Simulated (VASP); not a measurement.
Write the native input for VASP 6.6.1 that does the following.

```yaml
Task: single point
Functional: PBE
Potentials_or_basis: VASP PAW PBE potentials, release 64 (Si, Ge_d)
Cutoff: 520 eV
k_mesh: 2 × 2 × 2
Occupations: fermi-dirac, width 0.02 eV
Spin: no spin polarisation
Dipole_correction: no
Further_INCAR_settings: LREAL = Auto; ALGO = Normal; EDIFF = 1e-06; NBANDS = 53
```

The structure of Si16Ge (a cell with a defect) lies in POSCAR:

```
Si16Ge
1.0
    0.0000000000      5.4300000000      5.4300000000
    5.4300000000      0.0000000000      5.4300000000
    5.4300000000      5.4300000000      0.0000000000
Si Ge
16 1
Direct
    0.0228251381     -0.0692107735      0.0232689687
    0.1072613260      0.1201482505      0.1071769797
   -0.0257941068      0.0130441989      0.5064145488
    0.1071650092      0.1201685083      0.6655780847
   -0.0059047882      0.4939650092     -0.0056406998
    0.1489761510      0.5525087477      0.1493166667
   -0.0059360037      0.4939757827      0.5176999079
    0.1112489871      0.6412998158      0.6237745856
    0.5061172192      0.0129157459     -0.0255209024
    0.6650109576      0.1199549724      0.1075078269
    0.5061173112      0.0129267035      0.5065524862
    0.6065038674      0.1799414365      0.6068128913
    0.5173854512      0.4938193370     -0.0055709024
    0.6234831492      0.6411595764      0.1116023020
    0.4816191529      0.5545180479      0.4819646409
    0.6234612339      0.6411770718      0.6238253223
    0.2945755064      1.1152362799      0.2951845304
```

One way to write it, as run:

INCAR

```
SYSTEM = Si16Ge
PREC     = Accurate       ! precision mode
ENCUT    = 520            ! plane-wave cutoff, eV
EDIFF    = 1E-6           ! SCF threshold, eV
ISMEAR   = -1             ! smearing method
SIGMA    = 0.02           ! smearing width, eV
LREAL    = Auto         
LASPH    = .True.         ! aspherical terms in the spheres
NELM     = 80             ! most SCF steps
ALGO     = Normal         ! electronic algorithm
ISIF     = 2              ! what is computed and relaxed
LWAVE    = .False.        ! write WAVECAR
LCHARG   = .False.        ! write CHGCAR
GGA      = PE             ! functional
NBANDS   = 53             ! bands
```

KPOINTS

```
regular mesh
0
Gamma
  2 2 2
  0 0 0
```

Potentials or basis: VASP PAW PBE potentials, release 64 (Si, Ge_d).

Run with:

```console
$ cat potpaw_PBE.64/Si/POTCAR potpaw_PBE.64/Ge_d/POTCAR > POTCAR
$ mpirun -np 1 vasp_std > vasp.out
```

Results of the run:

```json
{
 "Pressure": "5.6 GPa",
 "Largest force": "0.096 eV/Å",
 "Band gap on the k mesh": "zero (band 39 reaches 6.74 eV, above the bottom of band 40 at 6.71 eV)"
}
```

Caveat: the k points lie up to 0.50 Å⁻¹ apart.

Run time: 120 s on 1 thread of Intel(R) Xeon(R) 6975P-C (Granite Rapids), with other jobs on the host, peak memory 0.48 GiB.
